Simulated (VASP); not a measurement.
In3GaSb2N2:

```
CELL_PARAMETERS angstrom
5.85698 0.00000 0.00000
0.00000 3.40400 0.00000
-0.26041 0.00000 8.50466
ATOMIC_POSITIONS crystal
In 0.53195 0.50000 0.87728
In 0.92461 0.50000 0.58591
In 0.42760 0.00000 0.24797
Ga 0.03175 0.00000 0.96114
Sb 0.40220 0.50000 0.54537
Sb 0.90645 0.00000 0.26845
N 0.36638 0.00000 0.98592
N 0.90906 0.50000 0.86146
```

```yaml
Program: VASP 6.6.1
Task: relaxation of cell and atoms
Functional: PBE
Potentials_or_basis: VASP PAW PBE potentials, release 64 (In_d, Ga_d, Sb, N)
Cutoff: 520 eV
k_mesh: 6 × 10 × 4
Occupations: gaussian, width 0.1 eV
Spin: no spin polarisation
```

At the start: pressure 1.4 GPa; volume 21.19 Å³/atom.

Task: Where does the relaxation end?

Result: Over 84 steps the energy falls by 36.1 meV/atom and the volume is 22.47 Å³/atom (+6.0 %); space group Pm (No. 6, to 0.1 Å) before and after.

The path:
| step | energy change (eV) | largest force (eV/Å) | pressure (GPa) | volume (Å³) |
| --- | --- | --- | --- | --- |
| 1 | 0.0000 | 0.7174 | 1.38 | 169.56 |
| 4 | -0.1958 | 0.3278 | -0.18 | 173.25 |
| 7 | -0.2329 | 0.2104 | -0.39 | 174.85 |
| 10 | -0.2501 | 0.0957 | 0.23 | 173.91 |
| 13 | -0.2520 | 0.0882 | -0.09 | 174.73 |
| 16 | -0.2552 | 0.0648 | 0.14 | 174.56 |
| 19 | -0.2594 | 0.1006 | -0.05 | 175.68 |
| 22 | -0.2610 | 0.1338 | -0.25 | 176.64 |
| 25 | -0.2658 | 0.1368 | -0.37 | 177.94 |
| 28 | -0.2708 | 0.1080 | 0.13 | 177.01 |
| 31 | -0.2746 | 0.0917 | -0.03 | 177.50 |
| 34 | -0.2758 | 0.0828 | -0.13 | 177.82 |
| 37 | -0.2797 | 0.0578 | 0.08 | 177.52 |
| 40 | -0.2805 | 0.0555 | -0.01 | 177.81 |
| 43 | -0.2809 | 0.0726 | 0.01 | 177.79 |
| 46 | -0.2829 | 0.0759 | 0.07 | 177.83 |
| 49 | -0.2846 | 0.0657 | 0.00 | 178.18 |
| 52 | -0.2856 | 0.0448 | -0.05 | 178.58 |
| 55 | -0.2864 | 0.0451 | 0.02 | 178.72 |
| 58 | -0.2873 | 0.0455 | 0.00 | 179.33 |
| 61 | -0.2877 | 0.0353 | 0.03 | 179.47 |
| 64 | -0.2880 | 0.0291 | 0.03 | 179.48 |
| 67 | -0.2884 | 0.0139 | -0.01 | 179.63 |
| 70 | -0.2885 | 0.0105 | 0.01 | 179.61 |
| 73 | -0.2885 | 0.0126 | -0.01 | 179.67 |
| 76 | -0.2886 | 0.0206 | 0.01 | 179.68 |
| 79 | -0.2886 | 0.0153 | -0.02 | 179.76 |
| 82 | -0.2886 | 0.0135 | -0.02 | 179.75 |
| 84 | -0.2887 | 0.0096 | 0.01 | 179.74 |

Final structure:
```
In Ga Sb N
1.0
     5.86418    0.00000    0.02281
     0.00000    3.23793    0.00000
    -0.22539    0.00000    9.46521
In Ga Sb N
3 1 2 2
Direct
  0.51014 0.50000 0.86627
  0.94637 0.50000 0.63562
  0.42593 0.00000 0.20563
  0.01401 0.00000 0.96303
  0.43958 0.50000 0.55974
  0.92429 0.00000 0.25462
  0.35041 0.00000 0.97497
  0.88927 0.50000 0.87363
```
